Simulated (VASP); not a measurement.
KBr (rock salt type): single point with HSE06

The system is KBr (rock salt type).

```
K Br
1.0
     0.00000    3.25817    3.25817
     3.25817    0.00000    3.25817
     3.25817    3.25817    0.00000
K Br
1 1
Direct
  0.00000 0.00000 0.00000
  0.50000 0.50000 0.50000
```

```yaml
Program: VASP 6.6.1
Task: single point
Functional: HSE06
Potentials_or_basis: VASP PAW PBE potentials, release 64 (K_sv, Br)
Cutoff: 520 eV
k_mesh: 4 × 4 × 4
Occupations: fermi-dirac, width 0.05 eV
Spin: no spin polarisation
```

```
Pressure               : 1.2 GPa
Band gap on the k mesh : 5.71 eV
```

Levels at points of the mesh, in eV from the valence-band top:
```tsv
k point	band 6	band 7	band 8	band 9	band 10	band 11
(0.00, 0.00, 0.00)	0.00	0.00	0.00	5.71	8.98	8.98
(0.50, 0.00, 0.00)	-1.32	-0.38	-0.38	7.84	9.75	11.50
(0.50, 0.50, 0.00)	-0.91	-0.32	-0.32	7.03	8.64	11.01
```

It took 3.9 min on 1 thread of Intel(R) Xeon(R) 6975P-C (Granite Rapids), with other jobs on the host, peak memory 0.32 GiB.

Caveat: the PAW data sets were made with another functional, which shifts forces and pressure a little.
